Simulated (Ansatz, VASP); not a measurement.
# Mg4Se in VASP and in Ansatz

```
Mg Se
1.0
     5.10838    0.00000    0.00000
     0.00000    5.10838    0.00000
     0.00000    0.00000    5.10838
Mg Se
4 1
Direct
  0.28946 0.28946 0.28946
  0.71054 0.71054 0.28946
  0.28946 0.71054 0.71054
  0.71054 0.28946 0.71054
  0.00000 0.00000 0.00000
```

Change from the starting cell: species swapped into the SnI4 type (P-43m, No. 215).

Alike in both runs: functional PBE; k mesh 8 × 8 × 8; occupations gaussian, width 0.1 eV; no spin polarisation.

Ansatz relaxed the structure, and its values are those at the end. VASP's run is a single point on that final structure, the one shown.

|  | VASP | Ansatz |
| --- | --- | --- |
| version | VASP 6.6.1 | Ansatz 0.2.0 |
| potentials or method | VASP PAW PBE potentials, release 64 (Mg, Se), cutoff 520 eV | scalar-relativistic, plane waves, PAW |
| valence electrons in the cell | 14 | 56 |

VASP gave:

- gap on the k mesh at the Fermi level (eV): none
- pressure (GPa): -0.1

What did Ansatz give for the same quantities?

gap on the k mesh at the Fermi level (eV): none; pressure (GPa): 0.0.

A gap of «none» marks a metal or a gap that the smearing closes. VASP's potentials hold 14 valence electrons a cell and Ansatz's 56, so a difference there can come from the potentials and not from the codes.
